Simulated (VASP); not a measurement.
# SnO2 (I4_1/amd) in VASP: a series of runs, part 2 of 2

VASP 6.6.1. Earlier steps stand in the parts before.

### Step 6. Single point, PBE

Contents of INCAR:

```
SYSTEM = SnO2
PREC = Accurate ; ENCUT = 520
EDIFF = 1E-6 ; ISMEAR = 0
SIGMA = 0.011 ; LREAL = .False.
LASPH = .True. ; NELM = 60
ALGO = Normal ; ISIF = 2
LWAVE = .False. ; LCHARG = .False.
GGA = PE ; NBANDS = 35
```

Contents of KPOINTS:

```
regular mesh
0
Gamma
  9 9 9
  0 0 0
```

Contents of POSCAR:

```
SnO2
1.0
   -2.0000686112      2.0000686112      5.1236788559
    2.0000686112     -2.0000686112      5.1236788559
    2.0000686112      2.0000686112     -5.1236788559
Sn O
2 4
Direct
    0.0000000000      0.0000000000      0.0000000000
    0.7500000000      0.2500000000      0.5000000000
    0.5465225900      0.0465225900      0.5000000000
    0.2034774100      0.2034774100      0.0000000000
    0.9534774100      0.4534774100      0.5000000000
    0.7965225900      0.7965225900      0.0000000000
```

Potentials or basis: VASP PAW PBE potentials, release 64 (Sn_d, O).

The run is started by

```console
$ cat potpaw_PBE.64/Sn_d/POTCAR potpaw_PBE.64/O/POTCAR > POTCAR
$ mpirun -np 1 vasp_std > vasp.out
```

OUTCAR:

```text
SYSTEM = SnO2
   PREC = Accurate
   ENCUT = 520
   EDIFF = 1E-6
   ISMEAR = 0
   LREAL = .False.
   LASPH = .True.
   NELM = 60
   ISIF = 2
   GGA = PE

 ion  position               nearest neighbor table
   1  0.000  0.000  0.000-   3 2.06   5 2.06   3 2.06   5 2.06   4 2.09   6 2.09   2 3.25   2 3.25
                             2 3.25   2 3.25
   2  0.750  0.250  0.500-   6 2.06   4 2.06   6 2.06   4 2.06   3 2.09   5 2.09   1 3.25   1 3.25
                             1 3.25   1 3.25
   3  0.547  0.047  0.500-   1 2.06   1 2.06   2 2.09
   4  0.203  0.203  0.000-   2 2.06   2 2.06   1 2.09
   5  0.953  0.453  0.500-   1 2.06   1 2.06   2 2.09
   6  0.797  0.797  0.000-   2 2.06   2 2.06   1 2.09

  LATTYP: Found a body centered tetragonal cell.
 ALAT       =     4.0001372224
 C/A-ratio  =     2.5617515455

  Lattice vectors:

 A1 = (  -2.0000686112,   2.0000686112,   5.1236788559)
 A2 = (   2.0000686112,  -2.0000686112,   5.1236788559)
 A3 = (   2.0000686112,   2.0000686112,  -5.1236788559)

Analysis of symmetry for initial positions (statically):
=====================================================================
 Subroutine PRICEL returns:
[... 187 lines left out ...]
 Fermi energy:         4.1208862486

 k-point     1 :       0.0000    0.0000    0.0000
  band No.  band energies     occupation
      1     -16.3526      2.00000
      2     -16.3395      2.00000
      3     -16.2063      2.00000
      4     -15.6316      2.00000
      5     -15.5398      2.00000
      6     -15.5398      2.00000
[... 901 lines left out ...]
     34      15.5849      0.00000
     35      16.7569      0.00000

 [... further k-points ...]

------------------------ aborting loop because EDIFF is reached ----------------------------------------

  FORCE on cell =-STRESS in cart. coord.  units (eV):
  Direction    XX          YY          ZZ          XY          YZ          ZX
  --------------------------------------------------------------------------------------
  -------------------------------------------------------------------------------------
  Total        3.3454406      3.3454406      3.2164112      0.0000000      0.0000000      0.0000000
  in kB       65.3780894     65.3780894     62.8565388      0.0000000      0.0000000      0.0000000
  external PRESSURE =      64.5375725 kB  Pullay stress =       0.0000000 kB

 VOLUME and BASIS-vectors are now :
 -----------------------------------------------------------------------------
  energy-cutoff  :      520.00
  volume of cell :       81.98
      direct lattice vectors                 reciprocal lattice vectors
    -2.000068611  2.000068611  5.123678856     0.000000000  0.249991424  0.097586132
     2.000068611 -2.000068611  5.123678856     0.249991424  0.000000000  0.097586132
     2.000068611  2.000068611 -5.123678856     0.249991424  0.249991424  0.000000000

 POSITION                                       TOTAL-FORCE (eV/Angst)
 -----------------------------------------------------------------------------------
      0.00000      0.00000      0.00000         0.000000      0.000000     -0.000000
     -0.00000      2.00007      2.56184         0.000000      0.000000     -0.000000
      0.00000      2.00007      0.47673        -0.000000      0.000000     -0.065973
      0.00000      0.00000      2.08511         0.000000     -0.000000      0.065973
      0.00000      2.00007      4.64695        -0.000000      0.000000      0.065973
      0.00000      0.00000      8.16225         0.000000     -0.000000     -0.065973
 -----------------------------------------------------------------------------------
    total drift:                                0.000000      0.000000     -0.000000

  FREE ENERGIE OF THE ION-ELECTRON SYSTEM (eV)
  ---------------------------------------------------
  free  energy   TOTEN  =       -36.9021167295 eV

  energy  without entropy=      -36.9021167295  energy(sigma->0) =      -36.90211673
```

OSZICAR:

```text
N       E                     dE             d eps       ncg     rms          rms(c)
DAV:   1     0.651320275620E+03    0.65132E+03   -0.25658E+04  5720   0.222E+03
DAV:   2     0.622130876492E+02   -0.58911E+03   -0.55413E+03  5765   0.608E+02
DAV:   3    -0.378344559986E+02   -0.10005E+03   -0.98260E+02  5673   0.211E+02
DAV:   4    -0.431918950152E+02   -0.53574E+01   -0.53187E+01  6578   0.536E+01
DAV:   5    -0.433339781472E+02   -0.14208E+00   -0.14191E+00  6486   0.918E+00    0.162E+01
DAV:   6    -0.367872244608E+02    0.65468E+01   -0.18811E+01  8482   0.669E+01    0.613E+00
DAV:   7    -0.369276401748E+02   -0.14042E+00   -0.23024E+00  5790   0.828E+00    0.328E+00
DAV:   8    -0.369103318484E+02    0.17308E-01   -0.21377E-01  7750   0.482E+00    0.797E-01
DAV:   9    -0.369008294822E+02    0.95024E-02   -0.53777E-02  8272   0.355E+00    0.146E-01
DAV:  10    -0.369019089826E+02   -0.10795E-02   -0.48832E-03  7055   0.665E-01    0.488E-02
DAV:  11    -0.369021123720E+02   -0.20339E-03   -0.45815E-04  7378   0.192E-01    0.166E-02
DAV:  12    -0.369021209612E+02   -0.85892E-05   -0.50693E-05  6693   0.445E-02    0.169E-02
DAV:  13    -0.369021167056E+02    0.42556E-05   -0.21450E-05  7328   0.735E-02    0.229E-03
DAV:  14    -0.369021167295E+02   -0.23944E-07   -0.21792E-06  5206   0.142E-02
   1 F= -.36902117E+02 E0= -.36902117E+02  d E =-.610080E-19
```

Run time: 4.5 min. Hardware: 1 thread of Intel Xeon Platinum 8488C (Sapphire Rapids), shared host; peak memory 0.42 GiB.

Results:

```
Free energy            : -36.9021 eV
Pressure               : 6.5 GPa
Largest force          : 0.066 eV/Å
Band gap on the k mesh : 1.64 eV, indirect (least direct gap 2.02 eV)
```

Forces on the atoms (eV/Å):
```
Sn   0.000  0.000  0.000
Sn   0.000  0.000  0.000
O    0.000  0.000 -0.066
O    0.000  0.000  0.066
O    0.000  0.000  0.066
O    0.000  0.000 -0.066
```

Caveat: spin-orbit coupling is left out, which moves the levels of the heavy elements. A k mesh can miss the band edges.

### Step 7. Relaxation of cell and atoms, PBE

Contents of INCAR:

```
SYSTEM = SnO2
PREC = Accurate ; ENCUT = 600
EDIFF = 1E-7 ; ISMEAR = -1
SIGMA = 0.05 ; LREAL = .False.
LASPH = .True. ; NELM = 80
ALGO = Normal ; ISIF = 3
LWAVE = .False. ; LCHARG = .False.
GGA = PE ; IBRION = 2
NSW = 60 ; EDIFFG = -0.01
```

Contents of KPOINTS:

```
regular mesh
0
Gamma
  7 7 7
  0 0 0
```

POSCAR is that of step 6.

The run is started by

```console
$ cat potpaw_PBE.64/Sn_d/POTCAR potpaw_PBE.64/O/POTCAR > POTCAR
$ mpirun -np 1 vasp_std > vasp.out
```

Wall time 13 min (1 thread of Intel Xeon Platinum 8488C (Sapphire Rapids), shared host); peak memory 0.4 GiB.

It converged, with:

```
Free energy                            : -36.9728 eV
Relaxed volume                         : 14.22 Å³/atom
Relaxed cell                           : a = 5.927 Å, b = 5.927 Å, c = 5.927 Å, α = 139.99°, β = 139.99°, γ = 57.87°
Space group after relaxing (to 0.05 Å) : I4_1/amd (No. 141)
Energy gained by relaxing              : 10.2 meV/atom
Ionic steps                            : 10
Pressure after relaxing                : 0.0 GPa
Band gap on the k mesh                 : 1.28 eV, indirect (least direct gap 1.62 eV)
```

The path:
| step | energy change (eV) | largest force (eV/Å) | pressure (GPa) | volume (Å³) |
| --- | --- | --- | --- | --- |
| 1 | 0.0000 | 0.0646 | 6.28 | 81.98 |
| 2 | 0.0104 | 0.3778 | -5.80 | 88.50 |
| 3 | -0.0569 | 0.1596 | 0.00 | 85.01 |
| 4 | -0.0605 | 0.0230 | 0.00 | 85.23 |
| 5 | -0.0605 | 0.0210 | 0.00 | 85.23 |
| 6 | -0.0607 | 0.0163 | 0.02 | 85.24 |
| 7 | -0.0610 | 0.0015 | 0.07 | 85.25 |
| 8 | -0.0610 | 0.0027 | 0.09 | 85.25 |
| 9 | -0.0609 | 0.0117 | -0.21 | 85.41 |
| 10 | -0.0610 | 0.0012 | 0.00 | 85.29 |

Final structure:
```xyz
6
Lattice="-2.0275 2.0275 5.1872 2.0275 -2.0275 5.1872 2.0275 2.0275 -5.1872" Properties=species:S:1:pos:R:3 pbc="T T T"
Sn    0.0000    0.0000    0.0000
Sn    0.0000    2.0275    2.5936
O     0.0000    2.0275    0.4933
O     0.0000    0.0000    2.1003
O     0.0000    2.0275    4.6938
O     0.0000    0.0000    8.2740
```

Levels at points of the mesh, in eV from the valence-band top:
```
           k point  band 22  band 23  band 24  band 25  band 26  band 27  band 28  band 29  band 30  band 31
(0.00, 0.00, 0.00)    -1.06    -0.63    -0.63    -0.34    -0.34     1.28     5.23     9.27     9.57     9.73
```

Caveat: spin-orbit coupling is left out, which moves the levels of the heavy elements. PBE gaps usually lie below the measured ones, often by a third to a half.

### Step 8. The runs side by side

| task | level | potentials or basis | cell | k mesh | cutoff (eV) | smearing | gap on the mesh (eV) | pressure (GPa) | largest force (eV/Å) |
| --- | --- | --- | --- | --- | --- | --- | --- | --- | --- |
| single point | PBE | VASP PAW PBE potentials, release 64 (Sn_d, O) | a = 5.853 Å, angles 140.0, 140.0, 57.8°, 6 atoms | 7 × 7 × 7 | 520 | fermi-dirac 0.05 eV | 1.62 | 6.3 | 0.03 |
| single point | PBE | VASP PAW PBE potentials, release 64 (Sn_d, O) | a = 5.921 Å, angles 140.0, 140.0, 57.9°, 6 atoms | 7 × 7 × 7 | 520 | fermi-dirac 0.05 eV | 1.31 | 0.6 | 0.02 |
| single point | PBEsol | VASP PAW PBE potentials, release 64 (Sn_d, O) | a = 5.853 Å, angles 140.0, 140.0, 57.8°, 6 atoms | 9 × 9 × 9 | 520 | fermi-dirac 0.05 eV | 1.55 | 1.3 | 0.06 |
| single point | LDA | VASP PAW LDA potentials, release 64 (Sn_d, O) | a = 5.853 Å, angles 140.0, 140.0, 57.8°, 6 atoms | 9 × 9 × 9 | 520 | fermi-dirac 0.05 eV | 1.52 | -3.0 | 0.16 |
| single point | PBE | VASP PAW PBE potentials, release 64 (Sn_d, O) | a = 5.853 Å, angles 140.0, 140.0, 57.8°, 6 atoms | 9 × 9 × 9 | 520 | gaussian 0.011 eV | 1.64 | 6.5 | 0.07 |
| relaxation of cell and atoms | PBE | VASP PAW PBE potentials, release 64 (Sn_d, O) | relaxed from a = 5.853 Å, angles 140.0, 140.0, 57.8°, 6 atoms | 7 × 7 × 7 | 600 | fermi-dirac 0.05 eV | 1.28 | 0.0 | - |

Some of these runs hold the atoms at other places in the same cell, which the table doesn't show; runs alike in all that it shows share one row.

Alike in all rows: no spin polarisation.

Caveats: spin-orbit coupling is left out, which moves the levels of the heavy elements; the PAW data sets were made with another functional, which shifts forces and pressure a little (some runs).

Absolute energies hang on the potentials; compare differences alone.
